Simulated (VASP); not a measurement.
Set up this calculation in VASP 6.6.1, as the native input.

- Task: single point
- Functional: PBE
- Potentials or basis: VASP PAW PBE potentials, release 64 (Al, Sc_sv, N)
- Cutoff: 520 eV
- k mesh: 4 × 4 × 5
- Occupations: gaussian, width 0.01 eV
- Spin: no spin polarisation
- Dipole correction: no
- Further INCAR settings: LREAL = Auto; ALGO = Normal; EDIFF = 1e-06; NBANDS = 54

The structure of ScAl3N4 lies in POSCAR:

```
ScAl3N4
1.0
    6.4803570441     -0.0157506844      0.0000000000
   -3.2538190149      5.6357798524      0.0000000000
    0.0000000000      0.0000000000      5.0527970385
Al Sc N
6 2 8
Direct
    0.3351902987      0.1643643502      0.4994553577
    0.1697954971      0.8348977485     -0.0044269608
    0.3351902987      0.6708259484      0.4994553577
    0.6648097013      0.3356356498     -0.0005446423
    0.6648097013      0.8291740516     -0.0005446423
    0.8302045029      0.6651022515      0.4955730392
    0.1774977064      0.3387488532     -0.0088041848
    0.8225022936      0.1612511468      0.4911958152
    0.1823423944      0.3411711972      0.4130392984
    0.3452763821      0.1546919245      0.8751497757
    0.1649135222      0.8324567611      0.3789815806
    0.3452763821      0.6905844576      0.8751497757
    0.6547236179      0.3453080755      0.3751497757
    0.8176576056      0.1588288028      0.9130392984
    0.6547236179      0.8094155424      0.3751497757
    0.8350864778      0.6675432389      0.8789815806
```

These files were run (other wordings do the same):

INCAR

```
SYSTEM = ScAl3N4
PREC     = Accurate       ! precision mode
ENCUT    = 520            ! plane-wave cutoff, eV
EDIFF    = 1E-6           ! SCF threshold, eV
ISMEAR   = 0              ! smearing method
SIGMA    = 0.01           ! smearing width, eV
LREAL    = Auto         
LASPH    = .True.         ! aspherical terms in the spheres
NELM     = 60             ! most SCF steps
ALGO     = Normal         ! electronic algorithm
ISIF     = 2              ! what is computed and relaxed
LWAVE    = .False.        ! write WAVECAR
LCHARG   = .False.        ! write CHGCAR
GGA      = PE             ! functional
NBANDS   = 54             ! bands
```

KPOINTS

```
regular mesh
0
Gamma
  4 4 5
  0 0 0
```

Potentials or basis: VASP PAW PBE potentials, release 64 (Al, Sc_sv, N).

Command:

```bash
$ cat potpaw_PBE.64/Al/POTCAR potpaw_PBE.64/Sc_sv/POTCAR potpaw_PBE.64/N/POTCAR > POTCAR
$ mpirun -np 1 vasp_std > vasp.out
```

Results of the run:

```
Pressure               : 0.0 GPa
Largest force          : 0.071 eV/Å
Band gap on the k mesh : 3.70 eV (least direct gap 3.72 eV)
```

It took 9.9 min on 1 thread of Intel Xeon 8259CL, on a shared host, peak memory 0.36 GiB.
